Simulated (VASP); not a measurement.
# LiBe: relaxation of cell and atoms with r2SCAN

LiBe:

```xyz
2
Lattice="2.8100 0.0000 0.0000 0.0000 2.8100 0.0000 0.0000 0.0000 2.8100" Properties=species:S:1:pos:R:3 pbc="T T T"
Li    0.0000    0.0000    0.0000
Be    1.4050    1.4050    1.4050
```

- Program: VASP 6.6.1
- Task: relaxation of cell and atoms
- Functional: r2SCAN
- Potentials or basis: VASP PAW PBE potentials, release 64 (Li_sv, Be)
- Cutoff: 600 eV
- k mesh: 7 × 7 × 7
- Occupations: methfessel-paxton, width 0.1 eV
- Spin: no spin polarisation
- Target pressure: 40 GPa
- Dipole correction: no
- Further INCAR settings: ALGO = Normal; EDIFF = 1e-07; IBRION = 2; EDIFFG = -0.02; NSW = 80; ISIF = 3

```yaml
Relaxed_volume: 7.57 Å³/atom
Relaxed_cell: a = 2.473 Å, b = 2.473 Å, c = 2.473 Å, α = 90.00°, β = 90.00°, γ = 90.00°
Space_group_after_relaxing_to_0.05_Å: Pm-3m (No. 221)
Energy_change_on_relaxing_the_enthalpy_is_what_falls: +337.6 meV/atom
Ionic_steps: 3
Pressure_after_relaxing: 40.1 GPa
```

The path:
```
step  energy change (eV)  largest force (eV/Å)  pressure (GPa)  volume (Å³)
   1              0.0000                0.0000            0.74        22.19
   2              0.8342                0.0000           47.71        14.55
   3              0.6753                0.0000           40.09        15.13
```

Final structure:
```
CELL_PARAMETERS angstrom
2.47336 0.00000 0.00000
0.00000 2.47336 0.00000
0.00000 0.00000 2.47336
ATOMIC_POSITIONS crystal
Li 0.00000 0.00000 0.00000
Be 0.50000 0.50000 0.50000
```

Levels at points of the mesh, in eV from the Fermi level:
```tsv
k point	band 1	band 2	band 3	band 4	band 5
(0.00, 0.00, 0.00)	-46.03	-7.81	8.84	8.84	8.84
```

It took 35 s on 1 thread of Intel(R) Xeon(R) Platinum 8259CL CPU @ 2.50GHz (Skylake/Cascade Lake) (shared host), peak memory 0.14 GiB.

Caveat: the cutoff is under 1.25 times the usual one of these potentials, so pressure, stress and relaxed cells hold a basis-set (Pulay) error; the cell is relaxed towards a set pressure, so the enthalpy falls and the energy may rise; the volume moved by over 15 % at a fixed basis, so the end points are rough; the PAW data sets were made with another functional, which shifts forces and pressure a little.
